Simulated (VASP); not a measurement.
Input of a VASP 6.6.1 run:

POSCAR

```
Ge
1.0
    2.7367863740      2.7367863740      0.0000000000
   -2.7367863740      2.7367863740      0.0000000000
    0.0000000000      2.7367863740      2.7367863740
Ge
2
Direct
    0.5000000000      0.5000000000      0.0000000000
    0.7500000000      0.2500000000      0.5000000000
```

Contents of INCAR.step1:

```
SYSTEM = Ge
PREC = Accurate
ENCUT = 520
ISMEAR = 0
SIGMA = 0.01
LREAL = .False.
LASPH = .True.
NELM = 60
NBANDS = 21
GGA = PE
ALGO = Normal
EDIFF = 1E-4
LWAVE = .True.
LCHARG = .False.
```

File INCAR.step2:

```
SYSTEM = Ge
PREC = Accurate
ENCUT = 520
EDIFF = 1E-6
ISMEAR = 0
SIGMA = 0.01
LREAL = .False.
LASPH = .True.
NELM = 60
ALGO = Normal
ISIF = 2
LWAVE = .False.
LCHARG = .True.
METAGGA = R2SCAN
LMIXTAU = .True.
LELF = .True.
LVHAR = .True.
NBANDS = 21
ISTART = 1
```

File KPOINTS:

```
Automatic mesh
0
Gamma
  12 12 12
  0 0 0
```

Potentials or basis: VASP PAW PBE potentials, release 64 (Ge_d).

Command:

```bash
$ cat potpaw_PBE.64/Ge_d/POTCAR > POTCAR
$ cp INCAR.step1 INCAR
$ mpirun -np 1 vasp_std > vasp.out
$ cp INCAR.step2 INCAR
$ mpirun -np 1 vasp_std > vasp.out
```

Problem. Estimate the pressure.

Solution. 10.1 GPa.

Problem. Predict the band gap on the k mesh.

Solution. 0.63 eV (least direct gap 1.39 eV).

Caveat: the cell stands under pressure; semilocal functionals underestimate gaps, and a narrow one can read as zero; the PAW data sets were made with another functional, which shifts forces and pressure a little. A k mesh can miss the band edges.
